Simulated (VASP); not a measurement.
Here is a VASP 6.6.1 calculation.

INCAR

```
SYSTEM = Mn
PREC     = Accurate       ! precision mode
ENCUT    = 520            ! plane-wave cutoff, eV
EDIFF    = 1E-6           ! SCF threshold, eV
ISMEAR   = -1             ! smearing method
SIGMA    = 0.1            ! smearing width, eV
LREAL    = .False.        ! projectors in reciprocal space
LASPH    = .True.         ! aspherical terms in the spheres
NELM     = 100            ! most SCF steps
ALGO     = Normal         ! electronic algorithm
ISIF     = 2              ! what is computed and relaxed
LWAVE    = .False.        ! write WAVECAR
LCHARG   = .False.        ! write CHGCAR
GGA      = RP             ! functional
NBANDS   = 12             ! bands
```

Contents of KPOINTS:

```
Automatic mesh
0
Gamma
  13 13 13
  0 0 0
```

The input POSCAR:

```
Mn
1.0
    2.3024792817      0.0000000000      0.0000000000
    0.0000000000      2.3024792817      0.0000000000
    0.0000000000      0.0000000000      2.3024792817
Mn
1
Direct
    0.0000000000      0.0000000000      0.0000000000
```

Potentials or basis: VASP PAW PBE potentials, release 64 (Mn_pv).

Launch:

```console
$ cat potpaw_PBE.64/Mn_pv/POTCAR > POTCAR
$ mpirun -np 1 vasp_std > vasp.out
```

**Question.** What does it give for the pressure?

**Answer.** 0.2 GPa.

Caveat: the PAW data sets were made with another functional, which shifts forces and pressure a little; the run has no spin polarisation, though such a crystal can be magnetic. Spin polarisation is off, so any magnetic state and its effect on volume and gap are missing.
